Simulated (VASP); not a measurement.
The system is SiO2.

```
Si O
1.0
     2.61239    0.00000    0.00000
    -1.30619    2.26239    0.00000
     0.00000    0.00000    8.76396
Si O
2 4
Direct
  0.33333 0.66667 0.10109
  0.66667 0.33333 0.60109
  0.00000 0.00000 0.20219
  0.66667 0.33333 0.00000
  0.00000 0.00000 0.70219
  0.33333 0.66667 0.50000
```

| Property | Result |
| --- | --- |
| Program | VASP 6.6.1 |
| Task | relaxation of cell and atoms |
| Functional | PBE |
| Dispersion | D3(BJ) |
| Potentials or basis | VASP PAW PBE potentials, release 64 (Si, O) |
| Cutoff | 600 eV |
| k mesh | 6 × 6 × 2 |
| Occupations | gaussian, width 0.1 eV |
| Spin | no spin polarisation |

At the start: pressure 24.9 GPa; volume 8.63 Å³/atom.

Question: Where does the relaxation end?

Answer: Over 13 steps the energy falls by 58.3 meV/atom and the volume is 9.48 Å³/atom (+9.9 %); space group P6_3mc (No. 186, to 0.05 Å).

Step by step:
```csv
step,energy change (eV),largest force (eV/Å),pressure (GPa),volume (Å³)
1,0.0000,1.5188,24.94,51.80
2,0.6526,2.6003,-27.26,62.53
3,-0.3326,0.3681,0.04,55.38
4,-0.3332,0.3080,0.82,55.24
5,-0.3332,0.2775,1.22,55.17
6,-0.3443,0.0042,0.32,55.67
7,-0.3445,0.0245,0.41,55.62
8,-0.3454,0.0493,0.02,55.81
9,-0.3465,0.1193,-0.97,56.30
10,-0.3469,0.1124,-0.91,56.33
11,-0.3478,0.0914,-0.73,56.41
12,-0.3490,0.0489,-0.37,56.57
13,-0.3498,0.0367,0.38,56.90
```

Final structure:
```xyz
6
Lattice="2.6890 0.0000 0.0000 -1.3445 2.3287 0.0000 0.0000 0.0000 9.0869" Properties=species:S:1:pos:R:3 pbc="T T T"
Si    0.0000    1.5525    0.9187
Si    1.3445    0.7762    5.4622
O     0.0000    0.0000    1.8319
O     1.3445    0.7762    0.0053
O     0.0000    0.0000    6.3753
O     0.0000    1.5525    4.5487
```

Caveat: the k points lie up to 0.45 Å⁻¹ apart in the final cell.
